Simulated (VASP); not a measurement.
# Os2O (Pn-3m) in VASP: a series of runs

The runs below take Os2O through single point, relaxation of cell and atoms, with PBE.

Program: VASP 6.6.1. These are calculated values, not measurements. Logs are shortened: lines on timing, memory, paths and dates and some standing lists are left out, and cuts for length are marked.

## (1) The cell of the first run

It takes space group Pn-3m (No. 224, cubic). Conventional cell: a = 4.394 Å, b = 4.394 Å, c = 4.394 Å, α = 90.00°, β = 90.00°, γ = 90.00°. Os (site symmetry -3m) has 2 O at 1.90 Å within 2.5 Å. O (site symmetry -43m) has 4 Os at 1.90 Å within 2.5 Å.

## (2) Single point, PBE

Contents of INCAR:

```
SYSTEM = Os2O
PREC = Accurate
ENCUT = 520
EDIFF = 1E-7
ISMEAR = 0
SIGMA = 0.1
LREAL = .FALSE.
LASPH = .TRUE.
NELM = 60
ALGO = Normal
ISIF = 2
LWAVE = .FALSE.
LCHARG = .FALSE.
GGA = PE
NBANDS = 31
```

Contents of KPOINTS:

```
regular mesh
0
G
  8 8 8
  0 0 0
```

Contents of POSCAR:

```
Os2O
1.0
    4.3944052485      0.0000000000      0.0000000000
    0.0000000000      4.3944052485      0.0000000000
    0.0000000000      0.0000000000      4.3944052485
Os O
4 2
Direct
    0.2500000000      0.2500000000      0.2500000000
    0.2500000000      0.7500000000      0.7500000000
    0.7500000000      0.7500000000      0.2500000000
    0.7500000000      0.2500000000      0.7500000000
    0.0000000000      0.0000000000      0.0000000000
    0.5000000000      0.5000000000      0.5000000000
```

Potentials or basis: VASP PAW PBE potentials, release 64 (Os, O).

The run is started by

```bash
$ cat potpaw_PBE.64/Os/POTCAR potpaw_PBE.64/O/POTCAR > POTCAR
$ mpirun -np 1 vasp_std > vasp.out
```

OUTCAR:

```text
SYSTEM = Os2O
   PREC = Accurate
   ENCUT = 520
   EDIFF = 1E-7
   ISMEAR = 0
   LREAL = .FALSE.
   LASPH = .TRUE.
   NELM = 60
   ISIF = 2
   GGA = PE

 ion  position               nearest neighbor table
   1  0.250  0.250  0.250-   5 1.90   6 1.90   4 3.11   2 3.11   3 3.11   2 3.11   4 3.11   2 3.11
                             3 3.11   2 3.11   3 3.11   4 3.11   4 3.11   3 3.11
   2  0.250  0.750  0.750-   5 1.90   6 1.90   4 3.11   1 3.11   3 3.11   1 3.11   3 3.11   1 3.11
                             4 3.11   1 3.11   3 3.11   4 3.11   3 3.11   4 3.11
   3  0.750  0.750  0.250-   5 1.90   6 1.90   4 3.11   1 3.11   2 3.11   2 3.11   4 3.11   1 3.11
                             4 3.11   4 3.11   1 3.11   2 3.11   2 3.11   1 3.11
   4  0.750  0.250  0.750-   5 1.90   6 1.90   3 3.11   1 3.11   2 3.11   1 3.11   3 3.11   2 3.11
                             3 3.11   3 3.11   1 3.11   2 3.11   1 3.11   2 3.11
   5  0.000  0.000  0.000-   1 1.90   2 1.90   3 1.90   4 1.90
   6  0.500  0.500  0.500-   1 1.90   2 1.90   3 1.90   4 1.90

  LATTYP: Found a simple cubic cell.
 ALAT       =     4.3944052485

  Lattice vectors:

 A1 = (   4.3944052485,   0.0000000000,   0.0000000000)
 A2 = (   0.0000000000,   4.3944052485,   0.0000000000)
 A3 = (   0.0000000000,   0.0000000000,   4.3944052485)

Analysis of symmetry for initial positions (statically):
=====================================================================
 Subroutine PRICEL returns:
 Original cell was already a primitive cell.

 Routine SETGRP: Setting up the symmetry group for a
 simple cubic supercell.

 Subroutine GETGRP returns: Found 48 space group operations
 (whereof 24 operations were pure point group operations)
 out of a pool of 48 trial point group operations.

The static configuration has the point symmetry T_d .
 The point group associated with its full space group is O_h .

Analysis of symmetry for dynamics (positions and initial velocities):
=====================================================================
 Subroutine PRICEL returns:
 Original cell was already a primitive cell.

 Routine SETGRP: Setting up the symmetry group for a
 simple cubic supercell.

 Subroutine GETGRP returns: Found 48 space group operations
 (whereof 24 operations were pure point group operations)
 out of a pool of 48 trial point group operations.

The dynamic configuration has the point symmetry T_d .
 The point group associated with its full space group is O_h .

 Subroutine INISYM returns: Found 48 space group operations
 (whereof 24 operations are pure point group operations),
 and found     1 'primitive' translations

----------------------------------------------------------------------------------------

                                     Primitive cell

  volume of cell :      84.8595

  direct lattice vectors                    reciprocal lattice vectors
     4.394405249  0.000000000  0.000000000     0.227562080  0.000000000  0.000000000
     0.000000000  4.394405249  0.000000000     0.000000000  0.227562080  0.000000000
     0.000000000  0.000000000  4.394405249     0.000000000  0.000000000  0.227562080

  length of vectors
     4.394405249  4.394405249  4.394405249     0.227562080  0.227562080  0.227562080

  position of ions in fractional coordinates (direct lattice)
     0.250000000  0.250000000  0.250000000
     0.250000000  0.750000000  0.750000000
     0.750000000  0.750000000  0.250000000
     0.750000000  0.250000000  0.750000000
     0.000000000  0.000000000  0.000000000
     0.500000000  0.500000000  0.500000000

  ion indices of the primitive-cell ions
   primitive index   ion index
                 1           1
                 2           2
                 3           3
                 4           4
                 5           5
                 6           6

----------------------------------------------------------------------------------------

 KPOINTS: regular mesh

Automatic generation of k-mesh.
 Grid dimensions read from file:
 generate k-points for:    8    8    8

 Generating k-lattice:

  Cartesian coordinates                     Fractional coordinates (reciprocal lattice)
     0.028445260  0.000000000  0.000000000     0.125000000  0.000000000  0.000000000
     0.000000000  0.028445260  0.000000000     0.000000000  0.125000000  0.000000000
     0.000000000  0.000000000  0.028445260     0.000000000  0.000000000  0.125000000

  Length of vectors
     0.028445260  0.028445260  0.028445260

  Shift w.r.t. Gamma in fractional coordinates (k-lattice)
     0.000000000  0.000000000  0.000000000

 Subroutine IBZKPT returns following result:
 ===========================================

 Found     35 irreducible k-points:

 Following reciprocal coordinates:
            Coordinates               Weight
  0.000000  0.000000  0.000000      1.000000
  0.125000  0.000000  0.000000      6.000000
  0.250000  0.000000  0.000000      6.000000
  0.375000  0.000000  0.000000      6.000000
  0.500000  0.000000  0.000000      3.000000
  0.125000  0.125000  0.000000     12.000000
[... 16 lines left out ...]
  0.375000  0.375000  0.125000     24.000000
  0.500000  0.375000  0.125000     24.000000
 [... further k-points ...]
   k-points           NKPTS =     35   k-points in BZ     NKDIM =     35   number of bands    NBANDS=     31
   number of dos      NEDOS =    301   number of ions     NIONS =      6
   total plane-waves  NPLWV =  46656
   dimension x,y,z NGX =    36 NGY =   36 NGZ =   36
   dimension x,y,z NGXF=    72 NGYF=   72 NGZF=   72
   ions per type =               4   2
   NGX,Y,Z   is equivalent  to a cutoff of  13.62, 13.62, 13.62 a.u.
   NGXF,Y,Z  is equivalent  to a cutoff of  27.24, 27.24, 27.24 a.u.
 SYSTEM =  Os2O
   PREC   = accura    normal or accurate (medium, high low for compatibility)
   ISTART =      0    job   : 0-new  1-cont  2-samecut
   ICHARG =      2    charge: 1-file 2-atom 10-const
   ISPIN  =      1    spin polarized calculation?
   LNONCOLLINEAR =      F non collinear calculations
   LSORBIT =      F    spin-orbit coupling
   LASPH  =      T    aspherical Exc in radial PAW
   ENCUT  =  520.0 eV  38.22 Ry    6.18 a.u.   8.17  8.17  8.17*2*pi/ulx,y,z
   NELM   =     60;   NELMIN=  2; NELMDL= -5     # of ELM steps
   EDIFF  = 0.1E-06   stopping-criterion for ELM
   LREAL  =      F    real-space projection
   EDIFFG = 0.1E-05   stopping-criterion for IOM
   NSW    =      0    number of steps for IOM
   IBRION =     -1    ionic relax: 0-MD 1-quasi-New 2-CG
   NFREE  =      0    steps in history (QN), initial steepest desc. (CG)
   ISIF   =      2    stress and relaxation
   ISYM   =      2    0-nonsym 1-usesym 2-fastsym
   POTIM  = 0.5000    time-step for ionic-motion
   TEBEG  =    0.0;   TEEND  =   0.0 temperature during run
   PSTRESS=    0.0 pullay stress
   NELECT =      44.0000    total number of electrons
   NUPDOWN=      -1.0000    fix difference up-down
   EMIN   =  10.00;   EMAX   =-10.00  energy-range for DOS
   EFERMI =   0.00;   METHOD = LEGACY
   ISMEAR =     0;   SIGMA  =   0.10  broadening in eV -4-tet -1-fermi 0-gaus
   EFERMI_NEDOS =   21; number of points for ismear=-14 and -15
   IALGO  =     38    algorithm
   IMIX   =      4    mixing-type and parameters
     AMIX     =   0.40;   BMIX     =  1.00
     AMIX_MAG =   1.60;   BMIX_MAG =  1.00
  volume/ion in A,a.u.               =      14.14        95.44
  Fermi-wavevector in a.u.,A,eV,Ry     =   1.315201  2.485370 23.534744  1.729755
  Thomas-Fermi vector in A             =   2.445401
   LORBIT       =      0    0 simple, 1 ext, 2 COOP (PROOUT), +10 PAW based schemes
   GGA     = PE    functional components
   LHFCALC =     F    Hartree Fock is set to
   AEXX    =    0.0000 exact exchange contribution
   IVDW    =     0    specifies the selected vdW correction
   LEPSILON=     F    determine dielectric tensor
   LRPA    =     F    only Hartree local field effects (RPA)
 non-spin polarized calculation
 Gauss-broadening in eV      SIGMA  =   0.10
  energy-cutoff  :      520.00
  volume of cell :       84.86
 maximum number of plane-waves:      2320
 NGX is ok and might be reduce to    36
   NGX = 17   NGY = 17   NGZ = 17

 number of electron      43.9999976 magnetization

 Free energy of the ion-electron system (eV)
  ---------------------------------------------------
  ext. energy  EPLUGINS =         0.00000000
  ---------------------------------------------------
  free energy    TOTEN  =       -48.76520190 eV

  energy without entropy =      -48.71944889  energy(sigma->0) =      -48.74232540

 E-fermi :   6.6139     XC(G=0): -12.4751

 val. band max:        6.6121247821   @ k =   0.2500   0.1250   0.0000
 cond. band min:       6.6206622016   @ k =   0.5000   0.5000   0.3750
 fundamental gap:      0.0085374195
 Fermi energy:         6.6138594306

 k-point     1 :       0.0000    0.0000    0.0000
  band No.  band energies     occupation
      1     -16.7407      2.00000
      2     -14.7782      2.00000
      3      -4.0035      2.00000
      4      -4.0035      2.00000
      5      -4.0035      2.00000
      6      -0.4985      2.00000
[... 23 lines left out ...]
     30      10.1260      0.00000
     31      10.8308      0.00000

 k-point     2 :       0.1250    0.0000    0.0000
  band No.  band energies     occupation
      1     -16.6757      2.00000
      2     -14.8666      2.00000
      3      -3.9205      2.00000
      4      -3.9205      2.00000
      5      -3.8770      2.00000
      6      -0.6097      2.00000
[... 23 lines left out ...]
     30      10.8930      0.00000
     31      10.9120      0.00000

 k-point     3 :       0.2500    0.0000    0.0000
  band No.  band energies     occupation
      1     -16.4880      2.00000
      2     -15.1100      2.00000
      3      -3.6884      2.00000
      4      -3.6884      2.00000
      5      -3.5198      2.00000
      6      -1.0650      2.00000
[... 703 lines left out ...]
     30      11.7874      0.00000
     31      12.0031      0.00000

 k-point    24 :       0.5000    0.3750    0.1250
  band No.  band energies     occupation
      1     -16.1383      2.00000
      2     -15.4940      2.00000
      3      -3.5253      2.00000
      4      -3.5123      2.00000
      5      -2.7686      2.00000
      6      -1.6886      2.00000
[... 23 lines left out ...]
     30      11.8461      0.00000
     31      12.0330      0.00000

 [... further k-points ...]
[... 5 lines left out ...]
  --------------------------------------------------------------------------------------
  -------------------------------------------------------------------------------------
  Total        1.3987603      1.3987603      1.3987603      0.0000000      0.0000000      0.0000000
  in kB       26.4090982     26.4090982     26.4090982      0.0000000      0.0000000      0.0000000
  external PRESSURE =      26.4090982 kB  Pullay stress =       0.0000000 kB

 VOLUME and BASIS-vectors are now :
 -----------------------------------------------------------------------------
  energy-cutoff  :      520.00
  volume of cell :       84.86
      direct lattice vectors                 reciprocal lattice vectors
     4.394405249  0.000000000  0.000000000     0.227562080  0.000000000  0.000000000
     0.000000000  4.394405249  0.000000000     0.000000000  0.227562080  0.000000000
     0.000000000  0.000000000  4.394405249     0.000000000  0.000000000  0.227562080

 POSITION                                       TOTAL-FORCE (eV/Angst)
 -----------------------------------------------------------------------------------
      1.09860      1.09860      1.09860         0.000000     -0.000000      0.000000
      1.09860      3.29580      3.29580        -0.000000     -0.000000      0.000000
      3.29580      3.29580      1.09860        -0.000000      0.000000      0.000000
      3.29580      1.09860      3.29580         0.000000      0.000000     -0.000000
      0.00000      0.00000      0.00000         0.000000     -0.000000     -0.000000
      2.19720      2.19720      2.19720         0.000000     -0.000000     -0.000000
 -----------------------------------------------------------------------------------
    total drift:                                0.000000      0.000000      0.000000

  FREE ENERGIE OF THE ION-ELECTRON SYSTEM (eV)
  ---------------------------------------------------
  free  energy   TOTEN  =       -48.7652019038 eV

  energy  without entropy=      -48.7194488906  energy(sigma->0) =      -48.74232540
```

It took 2.5 min on 1 thread of Intel Xeon 8259CL, shared host; peak memory 0.24 GiB.

Results:

| Quantity | Value |
| --- | --- |
| Free energy | -48.7652 eV |
| Pressure | 2.6 GPa |
| Band gap on the k mesh | zero (band 22 reaches 6.93 eV, above the bottom of band 23 at 6.58 eV) |

Caveat: spin-orbit coupling is left out, which moves the levels of the heavy elements.

## (3) Relaxation of cell and atoms, PBE

Contents of INCAR:

```
SYSTEM = Os2O
  PREC = Accurate
  ENCUT = 600
  EDIFF = 1E-6
  ISMEAR = 0
  SIGMA = 0.1
  LREAL = .FALSE.
  LASPH = .TRUE.
  NELM = 80
  ALGO = Normal
  ISIF = 3
  LWAVE = .FALSE.
  LCHARG = .FALSE.
  GGA = PE
  IBRION = 2
  NSW = 100
  EDIFFG = -0.01
```

Contents of KPOINTS:

```
Automatic mesh
0
G
  8 8 8
  0 0 0
```

POSCAR: that of step 2 with these lines changed.

```diff
@@ -2,5 +2,5 @@
 1.0
-    4.3944052485      0.0000000000      0.0000000000
-    0.0000000000      4.3944052485      0.0000000000
-    0.0000000000      0.0000000000      4.3944052485
+    4.3956649645      0.0000000000      0.0000000000
+    0.0000000000      4.3956649645      0.0000000000
+    0.0000000000      0.0000000000      4.3956649645
 Os O
```

Potentials or basis: VASP PAW PBE potentials, release 64 (Os, O).

The run is started by

```bash
$ cat potpaw_PBE.64/Os/POTCAR potpaw_PBE.64/O/POTCAR > POTCAR
$ mpirun -np 1 vasp_std > vasp.out
```

OUTCAR:

```text
SYSTEM = Os2O
   PREC = Accurate
   ENCUT = 600
   EDIFF = 1E-6
   ISMEAR = 0
   LREAL = .FALSE.
   LASPH = .TRUE.
   NELM = 80
   ISIF = 3
   GGA = PE
   IBRION = 2
   NSW = 100
   EDIFFG = -0.01

 ion  position               nearest neighbor table
   1  0.250  0.250  0.250-   5 1.90   6 1.90   4 3.11   2 3.11   3 3.11   2 3.11   4 3.11   2 3.11
                             3 3.11   2 3.11   3 3.11   4 3.11   4 3.11   3 3.11
   2  0.250  0.750  0.750-   5 1.90   6 1.90   4 3.11   1 3.11   3 3.11   1 3.11   3 3.11   1 3.11
                             4 3.11   1 3.11   3 3.11   4 3.11   3 3.11   4 3.11
   3  0.750  0.750  0.250-   5 1.90   6 1.90   4 3.11   1 3.11   2 3.11   2 3.11   4 3.11   1 3.11
                             4 3.11   4 3.11   1 3.11   2 3.11   2 3.11   1 3.11
   4  0.750  0.250  0.750-   5 1.90   6 1.90   3 3.11   1 3.11   2 3.11   1 3.11   3 3.11   2 3.11
[... 281 lines left out ...]
 Free energy of the ion-electron system (eV)
  ---------------------------------------------------
  ext. energy  EPLUGINS =         0.00000000
  ---------------------------------------------------
  free energy    TOTEN  =       -48.78222411 eV

  energy without entropy =      -48.73562621  energy(sigma->0) =      -48.75892516

 E-fermi :   6.4816     XC(G=0): -12.4177

 val. band max:        6.4803053136   @ k =   0.2500   0.1250   0.0000
 cond. band min:       6.5002787051   @ k =   0.5000   0.5000   0.3750
 fundamental gap:      0.0199733915
 Fermi energy:         6.4815558643

 k-point     1 :       0.0000    0.0000    0.0000
  band No.  band energies     occupation
      1     -16.7602      2.00000
      2     -14.8522      2.00000
      3      -4.0212      2.00000
      4      -4.0212      2.00000
      5      -4.0212      2.00000
      6      -0.5474      2.00000
[... 685 lines left out ...]
     25       7.0955      0.00000
     26       7.2156      0.00000

 [... further k-points ...]
[... 5 lines left out ...]
  --------------------------------------------------------------------------------------
  -------------------------------------------------------------------------------------
  Total       -0.0009591     -0.0009591     -0.0009591     -0.0000000     -0.0000000      0.0000000
  in kB       -0.0179224     -0.0179224     -0.0179224     -0.0000000     -0.0000000      0.0000000
  external PRESSURE =      -0.0179224 kB  Pullay stress =       0.0000000 kB
[... 21 lines left out ...]
  FREE ENERGIE OF THE ION-ELECTRON SYSTEM (eV)
  ---------------------------------------------------
  free  energy   TOTEN  =       -48.7822241058 eV

  energy  without entropy=      -48.7356262118  energy(sigma->0) =      -48.75892516

 reached required accuracy - stopping structural energy minimisation
```

OSZICAR:

```text
N       E                     dE             d eps       ncg     rms          rms(c)
DAV:   1     0.402093213479E+03    0.40209E+03   -0.23027E+04  1820   0.181E+03
DAV:   2     0.250070101618E+01   -0.39959E+03   -0.39088E+03  1822   0.563E+02
DAV:   3    -0.503058086056E+02   -0.52807E+02   -0.51099E+02  2726   0.145E+02
[... 25 lines left out ...]
DAV:   4    -0.487821270245E+02   -0.79329E-04   -0.20576E-03  2372   0.265E-01    0.259E-01
DAV:   5    -0.487822123365E+02   -0.85312E-04   -0.30563E-04  2350   0.121E-01    0.549E-02
DAV:   6    -0.487822254319E+02   -0.13095E-04   -0.55976E-05  2448   0.532E-02    0.152E-02
DAV:   7    -0.487822244034E+02    0.10286E-05   -0.37969E-06  1414   0.129E-02    0.643E-03
DAV:   8    -0.487822241058E+02    0.29755E-06   -0.66404E-07   910   0.760E-03
   3 F= -.48782224E+02 E0= -.48758925E+02  d E =-.592181E-02
```

CONTCAR:

```text
Os2O
   1.00000000000000
     4.4095859100121544    0.0000000000000000    0.0000000000000000
    -0.0000000000000000    4.4095859100121544    0.0000000000000000
     0.0000000000000000   -0.0000000000000000    4.4095859100121544
  Os              O
     4     2
Direct
     0.2500000000000000    0.2500000000000000    0.2500000000000000
     0.2500000000000000    0.7500000000000000    0.7500000000000000
     0.7500000000000000    0.7500000000000000    0.2500000000000000
     0.7500000000000000    0.2500000000000000    0.7500000000000000
     0.0000000000000000    0.0000000000000000    0.0000000000000000
     0.5000000000000000    0.5000000000000000    0.5000000000000000

  0.00000000E+00  0.00000000E+00  0.00000000E+00
  0.00000000E+00  0.00000000E+00  0.00000000E+00
  0.00000000E+00  0.00000000E+00  0.00000000E+00
  0.00000000E+00  0.00000000E+00  0.00000000E+00
  0.00000000E+00  0.00000000E+00  0.00000000E+00
  0.00000000E+00  0.00000000E+00  0.00000000E+00
```

Wall time 4 min (1 thread of Intel Xeon 8259CL, shared host); peak memory 0.27 GiB.

Results:

```yaml
Free_energy: -48.7822 eV
Relaxed_volume: 14.29 Å³/atom
Relaxed_cell: a = 4.410 Å, b = 4.410 Å, c = 4.410 Å, α = 90.00°, β = 90.00°, γ = 90.00°
Space_group_after_relaxing_to_0.05_Å: Pn-3m (No. 224)
Energy_gained_by_relaxing: 1.0 meV/atom
Ionic_steps: 3
Pressure_after_relaxing: 0.0 GPa
Band_gap_on_the_k_mesh: zero (band 22 reaches 6.79 eV, above the bottom of band 23 at 6.45 eV)
```

Step by step:
```
step  energy change (eV)  largest force (eV/Å)  pressure (GPa)  volume (Å³)
   1              0.0000                0.0000            2.40        84.93
   2              0.0229                0.0000           -4.94        87.56
   3             -0.0059                0.0000            0.00        85.74
```

Final structure:
```xyz
6
Lattice="4.4096 0.0000 0.0000 0.0000 4.4096 0.0000 0.0000 0.0000 4.4096" Properties=species:S:1:pos:R:3 pbc="T T T"
Os    1.1024    1.1024    1.1024
Os    1.1024    3.3072    3.3072
Os    3.3072    3.3072    1.1024
Os    3.3072    1.1024    3.3072
O     0.0000    0.0000    0.0000
O     2.2048    2.2048    2.2048
```

Caveat: spin-orbit coupling is left out, which moves the levels of the heavy elements.
